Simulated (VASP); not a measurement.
# Al16Ru in VASP: further runs, part 2 of 2

VASP 6.6.1.

## (3) Single point, r2SCAN+D3(BJ)

Contents of POSCAR:

```
Al16Ru
1.0
    5.7275650000      0.0000000000      0.0000000000
    2.8637820000      4.9602170000      0.0000000000
    0.0000000000      0.0000000000     18.0148060000
Al Ru
16 1
Direct
    0.0000000000      0.0000000000      0.0555098956
    0.5000000873      0.0000000000      0.0555098956
   -0.0000000504      0.5000001008      0.0555098956
    0.5000000369      0.5000001008      0.0555098956
    0.1633634954      0.1723769343      0.1820101754
    0.6636588193      0.1728005045      0.1795866134
    0.1637529157      0.6752513045      0.1809237912
    0.6621155390      0.6735576286      0.1811675907
   -0.1817969661      0.3428916517      0.3065375225
    0.3318466588      0.3447897542      0.3051579351
   -0.1734977052      0.8445263584      0.3035165075
    0.3326492986      0.8360390281      0.3112639681
   -0.0155229327      0.0250150346      0.4334650620
    0.4710675483      0.0544681815      0.4328584499
    0.0051273407      0.4901936750      0.4238432543
    0.4956078199      0.5684755324      0.4695101352
   -0.1789275376      0.8107677547      0.5134316739
```

Contents of INCAR.step1:

```
SYSTEM = Al16Ru
ALGO     = Normal         ! electronic algorithm
EDIFF    = 1E-4           ! SCF threshold, eV
ENCUT    = 520            ! plane-wave cutoff, eV
GGA      = PE             ! functional
ISMEAR   = 0              ! smearing method
LASPH    = .TRUE.         ! aspherical terms in the spheres
LCHARG   = .FALSE.        ! write CHGCAR
LREAL    = Auto         
LWAVE    = .TRUE.         ! write WAVECAR
NBANDS   = 45             ! bands
NELM     = 80             ! most SCF steps
PREC     = Accurate       ! precision mode
SIGMA    = 0.15           ! smearing width, eV
```

Contents of INCAR.step2:

```
SYSTEM = Al16Ru
ALGO     = Normal         ! electronic algorithm
EDIFF    = 1E-7           ! SCF threshold, eV
ENCUT    = 520            ! plane-wave cutoff, eV
ISIF     = 2              ! what is computed and relaxed
ISMEAR   = 0              ! smearing method
ISTART   = 1            
IVDW     = 12             ! dispersion correction
LASPH    = .TRUE.         ! aspherical terms in the spheres
LCHARG   = .TRUE.         ! write CHGCAR
LELF     = .TRUE.         ! ELF
LMIXTAU  = .TRUE.       
LREAL    = Auto         
LVHAR    = .TRUE.       
LWAVE    = .FALSE.        ! write WAVECAR
METAGGA  = R2SCAN         ! meta-GGA
NBANDS   = 45             ! bands
NELM     = 80             ! most SCF steps
PREC     = Accurate       ! precision mode
SIGMA    = 0.15           ! smearing width, eV
VDW_A1   = 0.49484001   
VDW_A2   = 5.73083694   
VDW_S6   = 1.0          
VDW_S8   = 0.78981345
```

Contents of KPOINTS:

```
k-points
0
G
  3 3 1
  0 0 0
```

Potentials or basis: VASP PAW PBE potentials, release 64 (Al, Ru_pv).

Run with:

```
> cat potpaw_PBE.64/Al/POTCAR potpaw_PBE.64/Ru_pv/POTCAR > POTCAR
> cp INCAR.step1 INCAR
> mpirun -np 1 vasp_std > vasp.out
> cp INCAR.step2 INCAR
> mpirun -np 1 vasp_std > vasp.out
```

OUTCAR:

```text
SYSTEM = Al16Ru
   EDIFF = 1E-7
   ENCUT = 520
   ISIF = 2
   ISMEAR = 0
   ISTART = 1
   IVDW = 12
   LASPH = .TRUE.
   LREAL = Auto
   METAGGA = R2SCAN
   NELM = 80
   PREC = Accurate
 IVDW          = 12

 ion  position               nearest neighbor table
   1  0.000  0.000  0.056-   7 2.77   6 2.79   5 2.82   2 2.86   3 2.86   4 2.86   4 2.86   3 2.86
                             2 2.86
   2  0.500  0.000  0.056-   8 2.78   6 2.79   5 2.83   1 2.86   3 2.86   4 2.86   4 2.86   1 2.86
                             3 2.86
   3  1.000  0.500  0.056-   5 2.80   7 2.82   8 2.82   4 2.86   2 2.86   1 2.86   1 2.86   4 2.86
                             2 2.86
   4  0.500  0.500  0.056-   6 2.76   7 2.81   8 2.81   3 2.86   2 2.86   1 2.86   1 2.86   2 2.86
                             3 2.86
   5  0.163  0.172  0.182-  10 2.79   3 2.80   9 2.82   1 2.82   2 2.83   7 2.85   8 2.86   6 2.86
                            12 2.86   6 2.87   8 2.87   7 2.88
   6  0.664  0.173  0.180-   4 2.76  11 2.76   1 2.79   2 2.79   9 2.80  10 2.80   7 2.86   5 2.86
                             8 2.86   8 2.86   5 2.87   7 2.87
   7  0.164  0.675  0.181-  11 2.77  10 2.77   1 2.77   4 2.81   3 2.82   5 2.85   8 2.85   6 2.86
                            12 2.86   6 2.87   8 2.88   5 2.88
   8  0.662  0.674  0.181-  11 2.76   2 2.78   9 2.79   4 2.81   3 2.82   7 2.85   5 2.86  12 2.86
                             6 2.86   6 2.86   5 2.87   7 2.88
   9  0.818  0.343  0.307-  15 2.69  13 2.78  10 2.78   8 2.79   6 2.80  12 2.80   5 2.82  11 2.83
                            11 2.90  12 2.93  10 2.95  16 3.36
  10  0.332  0.345  0.305-  15 2.68  14 2.71   7 2.77   9 2.78   5 2.79   6 2.80  12 2.82  11 2.85
                            11 2.88  12 2.91   9 2.95
  11  0.827  0.845  0.304-   8 2.76   6 2.76   7 2.77  15 2.79   9 2.83  10 2.85  12 2.86  12 2.88
                            10 2.88  13 2.88   9 2.90  14 2.93
  12  0.333  0.836  0.311-  13 2.80   9 2.80  10 2.82  14 2.83  11 2.86   8 2.86   7 2.86   5 2.86
                            11 2.88  10 2.91   9 2.93  16 3.15
  13  0.984  0.025  0.433-  17 2.37  15 2.73   9 2.78  12 2.80  16 2.86  14 2.86  14 2.88  11 2.88
                            15 3.01  16 3.04
  14  0.471  0.054  0.433-  17 2.30  15 2.59  10 2.71  16 2.80  12 2.83  13 2.86  13 2.88  11 2.93
                            16 3.09  15 3.15
  15  0.005  0.490  0.424-  17 2.27  14 2.59  10 2.68   9 2.69  13 2.73  11 2.79  16 2.84  13 3.01
                            14 3.15  16 3.17
  16  0.496  0.568  0.470-  14 2.80  15 2.84  13 2.86  17 2.93  13 3.04  14 3.09  12 3.15  15 3.17
                             9 3.36
  17  0.821  0.811  0.513-  15 2.27  14 2.30  13 2.37  16 2.93

  LATTYP: Found a hexagonal cell.
 ALAT       =     5.7275649303
 C/A-ratio  =     3.1452818465

  Lattice vectors:

 A1 = (  -2.8637820000,  -4.9602170000,   0.0000000000)
 A2 = (   5.7275650000,   0.0000000000,   0.0000000000)
 A3 = (   0.0000000000,   0.0000000000,  18.0148060000)

Analysis of symmetry for initial positions (statically):
=====================================================================
 Subroutine PRICEL returns:
 Original cell was already a primitive cell.

 Routine SETGRP: Setting up the symmetry group for a
 hexagonal supercell.

 Subroutine GETGRP returns: Found  1 space group operations
 (whereof  1 operations were pure point group operations)
 out of a pool of 24 trial point group operations.

The static configuration has the point symmetry C_1 .

Analysis of symmetry for dynamics (positions and initial velocities):
=====================================================================
 Subroutine PRICEL returns:
 Original cell was already a primitive cell.

 Routine SETGRP: Setting up the symmetry group for a
[... 102 lines left out ...]
   dimension x,y,z NGXF=    96 NGYF=   96 NGZF=  280
   ions per type =              16   1
   NGX,Y,Z   is equivalent  to a cutoff of  13.93, 13.93, 12.92 a.u.
   NGXF,Y,Z  is equivalent  to a cutoff of  27.86, 27.86, 25.84 a.u.
 SYSTEM =  Al16Ru
   PREC   = accura    normal or accurate (medium, high low for compatibility)
   ISTART =      1    job   : 0-new  1-cont  2-samecut
   ICHARG =      0    charge: 1-file 2-atom 10-const
   ISPIN  =      1    spin polarized calculation?
   LNONCOLLINEAR =      F non collinear calculations
   LSORBIT =      F    spin-orbit coupling
   LASPH  =      T    aspherical Exc in radial PAW
   ENCUT  =  520.0 eV  38.22 Ry    6.18 a.u.  10.65 10.65 33.50*2*pi/ulx,y,z
   NELM   =     80;   NELMIN=  2; NELMDL=  0     # of ELM steps
   EDIFF  = 0.1E-06   stopping-criterion for ELM
   LREAL  =      T    real-space projection
   EDIFFG = 0.1E-05   stopping-criterion for IOM
   NSW    =      0    number of steps for IOM
   IBRION =     -1    ionic relax: 0-MD 1-quasi-New 2-CG
   NFREE  =      0    steps in history (QN), initial steepest desc. (CG)
   ISIF   =      2    stress and relaxation
   ISYM   =      2    0-nonsym 1-usesym 2-fastsym
   POTIM  = 0.5000    time-step for ionic-motion
   TEBEG  =    0.0;   TEEND  =   0.0 temperature during run
   PSTRESS=    0.0 pullay stress
   NELECT =      62.0000    total number of electrons
   NUPDOWN=      -1.0000    fix difference up-down
   EMIN   =  10.00;   EMAX   =-10.00  energy-range for DOS
   EFERMI =   0.00;   METHOD = LEGACY
   ISMEAR =     0;   SIGMA  =   0.15  broadening in eV -4-tet -1-fermi 0-gaus
   EFERMI_NEDOS =   21; number of points for ismear=-14 and -15
   IALGO  =     38    algorithm
   IMIX   =      4    mixing-type and parameters
     AMIX     =   0.40;   BMIX     =  1.00
     AMIX_MAG =   1.60;   BMIX_MAG =  1.00
  volume/ion in A,a.u.               =      30.11       203.16
  Fermi-wavevector in a.u.,A,eV,Ry     =   0.810038  1.530750  8.927616  0.656161
  Thomas-Fermi vector in A             =   1.919139
   LORBIT       =      0    0 simple, 1 ext, 2 COOP (PROOUT), +10 PAW based schemes
   METAGGA = R2SCAN    functional components
   LHFCALC =     F    Hartree Fock is set to
   AEXX    =    0.0000 exact exchange contribution
   IVDW    =    12    specifies the selected vdW correction
   LEPSILON=     F    determine dielectric tensor
   LRPA    =     F    only Hartree local field effects (RPA)
 non-spin polarized calculation
 Gauss-broadening in eV      SIGMA  =   0.15
  energy-cutoff  :      520.00
  volume of cell :      511.80
 maximum number of plane-waves:     13819
 NGX is ok and might be reduce to    42
   NGX = 21   NGY = 21   NGZ = 67

 number of electron      62.0000001 magnetization

 Free energy of the ion-electron system (eV)
  ---------------------------------------------------
  ext. energy  EPLUGINS =         0.00000000
  ---------------------------------------------------
  free energy    TOTEN  =      -128.94829573 eV

  energy without entropy =     -128.91186087  energy(sigma->0) =     -128.93007830

 E-fermi :   2.6826     XC(G=0):  -6.9465

 val. band max:        2.5083857222   @ k =   0.0000   0.0000   0.0000
 cond. band min:       2.6890886601   @ k =   0.0000   0.0000   0.0000
 fundamental gap:      0.1807029379
 Fermi energy:         2.6825797516

 k-point     1 :       0.0000    0.0000    0.0000
  band No.  band energies     occupation
      1     -40.3297      2.00000
      2     -40.1557      2.00000
      3     -40.1127      2.00000
      4      -8.9227      2.00000
      5      -7.6570      2.00000
      6      -5.9325      2.00000
[... 219 lines left out ...]
     42       5.5264      0.00000
     43       5.6344      0.00000
 [bands above 43 left out]

------------------------ aborting loop because EDIFF is reached ----------------------------------------

 Edisp (eV)   -2.05912

 E8    (eV) :    -0.7568

  FORCE on cell =-STRESS in cart. coord.  units (eV):
  Direction    XX          YY          ZZ          XY          YZ          ZX
  --------------------------------------------------------------------------------------
  -------------------------------------------------------------------------------------
  Total     -11.05567    -6.17091     0.43051    -1.81925    -0.27382     0.11072
  in kB     -34.60951   -19.31788     1.34770    -5.69513    -0.85718     0.34661
  external pressure =      -17.53 kB  Pullay stress =        0.00 kB

 VOLUME and BASIS-vectors are now :
 -----------------------------------------------------------------------------
  energy-cutoff  :      520.00
  volume of cell :      511.80
      direct lattice vectors                 reciprocal lattice vectors
     5.727565000  0.000000000  0.000000000     0.174594265 -0.100802024  0.000000000
     2.863782000  4.960217000  0.000000000     0.000000000  0.201604083  0.000000000
     0.000000000  0.000000000 18.014806000     0.000000000  0.000000000  0.055509896

 POSITION                                       TOTAL-FORCE (eV/Angst)
 -----------------------------------------------------------------------------------
      0.00000      0.00000      1.00000        -0.048803     -0.017882     -0.033383
      2.86378      0.00000      1.00000         0.046580     -0.047267     -0.069855
      7.15946      2.48011      1.00000        -0.013230      0.108204     -0.038803
      4.29567      2.48011      1.00000         0.011845      0.034304      0.052050
      1.42933      0.85503      3.27888        -0.002341     -0.004558      0.000489
      4.29601      0.85713      3.23522         0.001451     -0.004684      0.005697
[... 9 lines left out ...]
      4.46662      2.81976      8.45813         0.216962      0.116094      0.002979
      7.02461      4.02158      9.24937        -0.170355     -0.077375      0.067270
 -----------------------------------------------------------------------------------
    total drift:                               -0.000864      0.005981      0.004419

  FREE ENERGIE OF THE ION-ELECTRON SYSTEM (eV)
  ---------------------------------------------------
  free  energy   TOTEN  =      -131.0074145000 eV

  energy  without entropy=     -130.9709796462  energy(sigma->0) =     -130.98919707
```

Wall time 10 min (1 thread of Intel Xeon 6975P-C (Granite Rapids), shared host); peak memory 0.78 GiB.

Results:

- Free energy: -131.0074 eV
- Largest force: 0.246 eV/Å
- Band gap on the k mesh: zero (bands 31 and 32 overlap by 0.46 eV)
- Dispersion energy per atom: -0.121 eV

Forces on the atoms (eV/Å):
```
Al  -0.049 -0.018 -0.033
Al   0.047 -0.047 -0.070
Al  -0.013  0.108 -0.039
Al   0.012  0.034  0.052
Al  -0.002 -0.005  0.000
Al   0.001 -0.005  0.006
Al  -0.002 -0.009 -0.004
Al  -0.010 -0.007  0.013
Al  -0.016 -0.033  0.038
Al   0.005 -0.003 -0.012
Al  -0.015 -0.025  0.005
Al  -0.038 -0.016 -0.003
Al  -0.010 -0.026  0.079
Al  -0.043 -0.003 -0.065
Al   0.088  0.014 -0.038
Al   0.217  0.116  0.003
Ru  -0.170 -0.077  0.067
```

Caveat: the k points lie up to 0.42 Å⁻¹ apart; there is no dipole correction, which matters where the two faces differ; the PAW data sets were made with another functional, which shifts forces and pressure a little.

The gap in the log of VASP goes by the Fermi energy; the results here count the filled bands.